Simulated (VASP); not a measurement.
# AlN (a cell with a defect) in VASP: further runs, part 2 of 4

VASP 6.6.1.

## (3) Single point, PBEsol

Contents of INCAR:

```
PREC = Accurate
ENCUT = 520
EDIFF = 1E-6
ISMEAR = -1
SIGMA = 0.05
LREAL = Auto
LASPH = True
NELM = 120
ALGO = Normal
ISIF = 2
LWAVE = False
LCHARG = False
GGA = PS
NBANDS = 241
ISYM = -1
GGA_COMPAT = False
```

Contents of KPOINTS:

```
explicit points
1
Reciprocal
  0.25000000   0.25000000   0.25000000 1
```

Contents of POSCAR:

```
AlN
1.0
    9.3414480000      0.0000000000      0.0000000000
    0.0000000000     10.7865750000      0.0000000000
    0.0000000000      0.0000000000      9.9670570000
Al N
47 47
Direct
    0.1638550000      0.0803680000      0.2505230000
    0.1653600000      0.0828520000      0.7485130000
    0.9998590000      0.3348890000      0.2511250000
    0.9998690000      0.3337420000      0.7482150000
    0.4998650000      0.0820930000      0.2507620000
    0.4998660000      0.0822780000      0.7483760000
    0.3028160000      0.3170930000      0.2633620000
    0.3296910000      0.3309480000      0.7395460000
    0.1663830000      0.5840110000      0.2505620000
    0.1664120000      0.5836160000      0.7486830000
    0.9998510000      0.8317790000      0.2495940000
    0.9998590000      0.8325560000      0.7492500000
    0.8358420000      0.0803530000      0.2505010000
    0.8343560000      0.0828550000      0.7485010000
    0.6969050000      0.3170540000      0.2633840000
    0.6700930000      0.3309330000      0.7395090000
    0.4998310000      0.6161030000      0.2632370000
    0.4998560000      0.5874520000      0.7392950000
    0.3306250000      0.8365580000      0.2502500000
    0.3325870000      0.8341970000      0.7486770000
    0.8333580000      0.5840290000      0.2506090000
    0.8333230000      0.5836110000      0.7486820000
    0.6690800000      0.8365580000      0.2502380000
    0.6671330000      0.8342000000      0.7486860000
    0.9998650000      0.1687240000      0.4979810000
    0.9998830000      0.1673190000      0.9980200000
    0.3337330000      0.1656530000      0.4989950000
    0.3329410000      0.1657770000      0.9967370000
    0.1685900000      0.4177270000      0.4993500000
    0.1667920000      0.4167720000      0.9963130000
    0.9999100000      0.6661690000      0.4994310000
    0.9998860000      0.6661380000      0.9985460000
    0.6660010000      0.1656610000      0.4989770000
    0.6668480000      0.1657680000      0.9967500000
    0.4999110000      0.4167550000      0.9255560000
    0.3326190000      0.6669190000      0.4991270000
    0.3329690000      0.6673130000      0.9967560000
    0.1647980000      0.9165140000      0.5000570000
    0.1658100000      0.9165140000      0.9975370000
    0.8311790000      0.4177590000      0.4993380000
    0.8329940000      0.4167590000      0.9963490000
    0.6671730000      0.6669200000      0.4991430000
    0.6668080000      0.6673010000      0.9967480000
    0.4998790000      0.9149940000      0.4985520000
    0.4998900000      0.9162950000      0.9983200000
    0.8349720000      0.9165140000      0.5000490000
    0.8339680000      0.9165110000      0.9975290000
    0.9998540000      0.1682650000      0.1901870000
    0.9998660000      0.1673740000      0.6894960000
    0.3331870000      0.1635800000      0.1876330000
    0.3326710000      0.1636520000      0.6897170000
    0.1663150000      0.4183580000      0.1871410000
    0.1649800000      0.4177730000      0.6898960000
    0.9998680000      0.6657200000      0.1894130000
    0.9998620000      0.6665310000      0.6902020000
    0.6665340000      0.1635840000      0.1876400000
    0.6670560000      0.1636410000      0.6896720000
    0.4998840000      0.4167500000      0.7320570000
    0.3307600000      0.6682410000      0.1874320000
    0.3308970000      0.6685140000      0.6896760000
    0.1647310000      0.9161720000      0.1884040000
    0.1654210000      0.9164780000      0.6907270000
    0.8333960000      0.4183670000      0.1872110000
    0.8348030000      0.4177880000      0.6898560000
    0.6689690000      0.6682240000      0.1874300000
    0.6688210000      0.6685250000      0.6896800000
    0.4998660000      0.9156950000      0.1899070000
    0.4998680000      0.9158260000      0.6897350000
    0.8350000000      0.9161910000      0.1884000000
    0.8343030000      0.9164890000      0.6907220000
    0.1645700000      0.0811290000      0.4399570000
    0.1655540000      0.0829100000      0.9396980000
    0.9997730000      0.3360820000      0.4400860000
    0.9998730000      0.3336650000      0.9394920000
    0.4998460000      0.0812010000      0.4396880000
    0.4998800000      0.0827560000      0.9395810000
    0.3187820000      0.3249220000      0.4390090000
    0.3286150000      0.3303730000      0.9403570000
    0.1659800000      0.5842270000      0.4395610000
    0.1666460000      0.5834420000      0.9396020000
    0.9998750000      0.8320750000      0.4398090000
    0.9998800000      0.8324070000      0.9398600000
    0.8351330000      0.0811390000      0.4399390000
    0.8341980000      0.0828930000      0.9396770000
    0.6808400000      0.3249940000      0.4390010000
    0.6711820000      0.3303420000      0.9403470000
    0.4998970000      0.6001260000      0.4389850000
    0.4998790000      0.5885310000      0.9402080000
    0.3303570000      0.8355710000      0.4398990000
    0.3327660000      0.8342150000      0.9396650000
    0.8338340000      0.5842890000      0.4396090000
    0.8331030000      0.5834230000      0.9396010000
    0.6693900000      0.8355560000      0.4398860000
    0.6669890000      0.8342040000      0.9396710000
```

Potentials or basis: VASP PAW PBE potentials, release 64 (Al, N).

Command:

```
cat potpaw_PBE.64/Al/POTCAR potpaw_PBE.64/N/POTCAR > POTCAR
mpirun -np 1 vasp_std > vasp.out
```

OUTCAR:

```text
PREC = Accurate
   ENCUT = 520
   EDIFF = 1E-6
   ISMEAR = -1
   LREAL = Auto
   LASPH = True
   NELM = 120
   ISIF = 2
   GGA = PS
   ISYM = -1

 ion  position               nearest neighbor table
   1  0.164  0.080  0.251-  61 1.88  71 1.89  48 1.90  50 1.92   7 2.87  38 3.05  25 3.06  19 3.06
                            13 3.06  39 3.08  27 3.08  11 3.09  26 3.09  28 3.12   5 3.14   3 3.14
   2  0.165  0.083  0.749-  51 1.88  62 1.88  49 1.89  72 1.91  38 3.06  28 3.06  39 3.06  26 3.07
                            27 3.08  25 3.08   8 3.09  14 3.09  20 3.10  12 3.11   4 3.12   6 3.12
   3  1.000  0.335  0.251-  73 1.88  48 1.90  63 1.91  52 1.91   7 2.84  15 2.84  25 3.04  40 3.07
                            29 3.07  26 3.10   9 3.10  21 3.11  41 3.11  30 3.11   1 3.14  13 3.14
   4  1.000  0.334  0.748-  64 1.88  53 1.88  49 1.89  74 1.91  30 3.06  41 3.06  25 3.06  26 3.07
                            29 3.08  40 3.08  16 3.08   8 3.08  22 3.11  10 3.11   2 3.12  14 3.12
   5  0.500  0.082  0.251-  75 1.88  67 1.89  56 1.90  50 1.90  33 3.06  27 3.06  44 3.06  23 3.08
                            19 3.08  45 3.09  28 3.11  34 3.11  15 3.13   7 3.14  13 3.14   1 3.14
   6  0.500  0.082  0.748-  51 1.88  57 1.88  68 1.89  76 1.91  28 3.06  34 3.06  27 3.07  33 3.07
                            45 3.07  44 3.08  24 3.10  20 3.10   8 3.12  16 3.12  14 3.12   2 3.12
   7  0.303  0.317  0.263-  77 1.76  50 1.84  52 1.84   3 2.84   1 2.87  27 2.88  29 2.88  28 3.13
                             5 3.14  30 3.14   9 3.15
   8  0.330  0.331  0.740-  58 1.84  53 1.87  51 1.87  78 2.00  35 2.61  29 2.98  27 2.99   4 3.08
                             2 3.09  30 3.12   6 3.12  28 3.12  10 3.12  16 3.18  18 3.19
   9  0.166  0.584  0.251-  79 1.88  54 1.89  59 1.89  52 1.90  36 3.06  31 3.06  29 3.06  32 3.08
[... 37 lines left out ...]
  28  0.333  0.166  0.997-  78 1.86  76 1.89  72 1.89  50 1.90   6 3.06   2 3.06   5 3.11  39 3.11
                            45 3.11  26 3.11  34 3.12  30 3.12   1 3.12   8 3.12   7 3.13  35 3.20
  29  0.169  0.418  0.499-  77 1.83  79 1.89  53 1.90  73 1.90   7 2.88   8 2.98   9 3.06  10 3.06
                             3 3.07   4 3.08  36 3.09  31 3.11  25 3.11  27 3.13  40 3.15
  30  0.167  0.417  0.996-  78 1.86  80 1.88  74 1.89  52 1.90  10 3.05   4 3.06   3 3.11  32 3.11
                            26 3.11   9 3.11  37 3.12   8 3.12  41 3.12  28 3.12   7 3.14  35 3.19
  31  1.000  0.666  0.499-  91 1.88  79 1.88  81 1.89  55 1.90  21 3.06   9 3.06  10 3.06  22 3.06
                            11 3.06  12 3.07  36 3.11  42 3.11  40 3.11  29 3.11  38 3.11  46 3.11
  32  1.000  0.666  0.999-  82 1.89  80 1.89  92 1.89  54 1.90  12 3.07  10 3.07  22 3.07  11 3.07
[... 357 lines left out ...]

 Free energy of the ion-electron system (eV)
  ---------------------------------------------------
  ext. energy  EPLUGINS =         0.00000000
  ---------------------------------------------------
  free energy    TOTEN  =      -727.39895468 eV

  energy without entropy =     -727.39893465  energy(sigma->0) =     -727.39894466

 E-fermi :   7.1207     XC(G=0): -10.9579

 val. band max:        6.5320833601   @ k =   0.2500   0.2500   0.2500
 cond. band min:       7.7085681935   @ k =   0.2500   0.2500   0.2500
 fundamental gap:      1.1764848334
 Fermi energy:         7.1206634605

 k-point     1 :       0.2500    0.2500    0.2500
  band No.  band energies     occupation
      1      -9.2483      2.00000
      2      -8.8874      2.00000
      3      -8.8002      2.00000
      4      -8.7215      2.00000
      5      -8.4581      2.00000
      6      -8.4076      2.00000
[... 192 lines left out ...]
    199      11.3731      0.00000
    200      11.4195      0.00000
 [bands above 200 left out]

------------------------ aborting loop because EDIFF is reached ----------------------------------------

  FORCE on cell =-STRESS in cart. coord.  units (eV):
  Direction    XX          YY          ZZ          XY          YZ          ZX
  --------------------------------------------------------------------------------------
  -------------------------------------------------------------------------------------
  Total       15.2148672     16.1589377     11.2873495      0.1367328     -0.0588254     -0.0875806
  in kB       24.2724737     25.7785614     18.0068541      0.2181315     -0.0938449     -0.1397185
  external PRESSURE =      22.6859631 kB  Pullay stress =       0.0000000 kB

 VOLUME and BASIS-vectors are now :
 -----------------------------------------------------------------------------
  energy-cutoff  :      520.00
  volume of cell :     1004.30
      direct lattice vectors                 reciprocal lattice vectors
     9.341448000  0.000000000  0.000000000     0.107049785  0.000000000  0.000000000
     0.000000000 10.786575000  0.000000000     0.000000000  0.092707834  0.000000000
     0.000000000  0.000000000  9.967057000     0.000000000  0.000000000  0.100330519

 POSITION                                       TOTAL-FORCE (eV/Angst)
 -----------------------------------------------------------------------------------
      1.53064      0.86690      2.49698         0.002636      0.003876     -0.000295
      1.54470      0.89369      7.46047         0.006892      0.004146      0.001701
      9.34013      3.61231      2.50298        -0.000157     -0.001734     -0.006847
      9.34022      3.59993      7.45750         0.000320      0.002802      0.015652
      4.66946      0.88550      2.49936         0.000230      0.011847     -0.009510
      4.66947      0.88750      7.45911        -0.000535      0.007321      0.002125
[... 86 lines left out ...]
      6.25307      9.01279      4.38437        -0.002607     -0.009568      0.006810
      6.23064      8.99820      9.36575         0.000331     -0.002755      0.000334
 -----------------------------------------------------------------------------------
    total drift:                                0.000246     -0.041260      0.008172

  FREE ENERGIE OF THE ION-ELECTRON SYSTEM (eV)
  ---------------------------------------------------
  free  energy   TOTEN  =      -727.3989546768 eV

  energy  without entropy=     -727.3989346529  energy(sigma->0) =     -727.39894466
```

It took 5.2 min on 1 thread of Intel Xeon 6975P-C (Granite Rapids), shared host; peak memory 0.89 GiB.

What came out:

- Free energy: -727.3990 eV
- Pressure: 2.3 GPa
- Largest force: 0.049 eV/Å
- Band gap on the k mesh: 1.18 eV

Forces on the atoms (eV/Å):
```
Al   0.003  0.004  0.000
Al   0.007  0.004  0.002
Al   0.000 -0.002 -0.007
Al   0.000  0.003  0.016
Al   0.000  0.012 -0.010
Al  -0.001  0.007  0.002
Al   0.001 -0.011 -0.044
Al   0.007 -0.001  0.005
Al   0.002  0.003 -0.011
Al   0.001  0.005  0.002
Al   0.000  0.000 -0.002
Al   0.000  0.000 -0.004
Al  -0.005  0.004  0.001
Al  -0.006  0.004  0.003
Al  -0.002 -0.005 -0.049
Al  -0.006  0.000  0.009
Al   0.005  0.007 -0.024
Al   0.001 -0.008  0.005
Al  -0.002 -0.002  0.001
Al  -0.006  0.005  0.000
Al  -0.005  0.003 -0.009
Al  -0.003  0.005 -0.001
Al   0.003 -0.004  0.001
Al   0.007  0.005 -0.001
Al   0.001 -0.007  0.000
Al  -0.001 -0.006  0.018
Al   0.007 -0.028 -0.003
Al   0.000 -0.002  0.001
Al   0.001  0.011 -0.002
Al   0.001 -0.001  0.004
Al  -0.002  0.011 -0.007
Al  -0.001  0.005  0.000
Al  -0.009 -0.025 -0.003
Al   0.000  0.000  0.001
Al   0.004 -0.007 -0.001
Al  -0.028  0.005  0.002
Al  -0.011  0.000  0.002
Al  -0.004 -0.010 -0.003
Al  -0.001 -0.002  0.000
Al   0.000  0.011 -0.002
Al  -0.003 -0.001  0.004
Al   0.032  0.005  0.001
Al   0.010 -0.001  0.002
Al   0.001  0.003  0.000
Al   0.000  0.002  0.008
Al   0.002 -0.011 -0.002
Al  -0.001 -0.002  0.002
N    0.000  0.004  0.000
N    0.000  0.003  0.001
N    0.002 -0.009 -0.005
N    0.000  0.000 -0.003
N   -0.004  0.009 -0.003
N   -0.004 -0.001 -0.002
N    0.000  0.000 -0.006
N    0.001 -0.004 -0.005
N   -0.001 -0.010 -0.005
N    0.000 -0.001 -0.003
N   -0.003  0.005 -0.010
N   -0.008 -0.004 -0.004
N   -0.002  0.001  0.000
N    0.004 -0.002 -0.005
N    0.002  0.002 -0.001
N    0.006  0.008 -0.002
N    0.004 -0.001 -0.002
N    0.007 -0.003 -0.004
N    0.002  0.001  0.000
N    0.000 -0.006 -0.006
N    0.000 -0.002  0.000
N   -0.003 -0.001 -0.005
N   -0.001  0.002 -0.001
N    0.002  0.008  0.008
N    0.000  0.000  0.000
N    0.000  0.004  0.013
N    0.001  0.003 -0.001
N    0.000  0.005  0.009
N    0.000  0.004 -0.002
N    0.003  0.023  0.037
N   -0.002  0.000 -0.003
N    0.004 -0.004  0.009
N    0.004  0.000 -0.006
N    0.001  0.003  0.003
N    0.000 -0.001 -0.003
N   -0.002  0.006  0.009
N    0.001  0.000  0.000
N   -0.002  0.017  0.040
N    0.002  0.001 -0.004
N   -0.006 -0.022  0.028
N    0.000  0.002  0.003
N    0.002 -0.008  0.007
N    0.000 -0.003  0.000
N   -0.004 -0.004  0.009
N   -0.003  0.001 -0.006
N   -0.003 -0.010  0.007
N    0.000 -0.003  0.000
```

Levels at points of the mesh, in eV from the valence-band top:
| k point | band 186 | band 187 | band 188 | band 189 | band 190 | band 191 |
| --- | --- | --- | --- | --- | --- | --- |
| (0.25, 0.25, 0.25) | -0.59 | -0.21 | 0.00 | 1.18 | 3.86 | 3.93 |

Caveat: the PAW data sets were made with another functional, which shifts forces and pressure a little.

[end of part 2 of 4]
